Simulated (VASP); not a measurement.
Crystal: BaTiO3.

```
Ba Ti O
1.0
     0.00000    4.00600    4.00600
     4.00600    0.00000    4.00600
     4.00600    4.00600    0.00000
Ba Ti O
2 2 6
Direct
  0.25000 0.25000 0.25000
  0.75000 0.75000 0.75000
  0.00000 0.00000 0.00000
  0.50000 0.50000 0.50000
  0.75000 0.25000 0.25000
  0.25000 0.75000 0.25000
  0.25000 0.25000 0.75000
  0.25000 0.75000 0.75000
  0.75000 0.25000 0.75000
  0.75000 0.75000 0.25000
```

```yaml
Program: VASP 6.6.1
Task: relaxation of cell and atoms
Functional: PBE
Potentials_or_basis: VASP PAW PBE potentials, release 64 (Ba_sv, Ti_sv, O)
Cutoff: 600 eV
k_mesh: 6 × 6 × 6
Occupations: gaussian, width 0.02 eV
Spin: no spin polarisation
```

At the start: pressure 3.3 GPa; volume 12.86 Å³/atom.

Task: How do energy, volume and symmetry change on relaxing?

Result: Over 3 steps the energy falls by 2.5 meV/atom and the volume is 13.11 Å³/atom (+2.0 %); space group Pm-3m (No. 221, to 0.1 Å) before and after.

Step by step:
```csv
step,energy change (eV),largest force (eV/Å),pressure (GPa),volume (Å³)
1,0.0000,0.0000,3.26,128.58
2,-0.0033,0.0000,-2.83,133.51
3,-0.0250,0.0000,-0.01,131.09
```

Final structure:
```
Ba Ti O
1.0
     0.00000    4.03194    4.03194
     4.03194    0.00000    4.03194
     4.03194    4.03194    0.00000
Ba Ti O
2 2 6
Cartesian
  2.0160 2.0160 2.0160
  6.0479 6.0479 6.0479
  0.0000 0.0000 0.0000
  4.0319 4.0319 4.0319
  2.0160 4.0319 4.0319
  4.0319 2.0160 4.0319
  4.0319 4.0319 2.0160
  6.0479 4.0319 4.0319
  4.0319 6.0479 4.0319
  4.0319 4.0319 6.0479
```
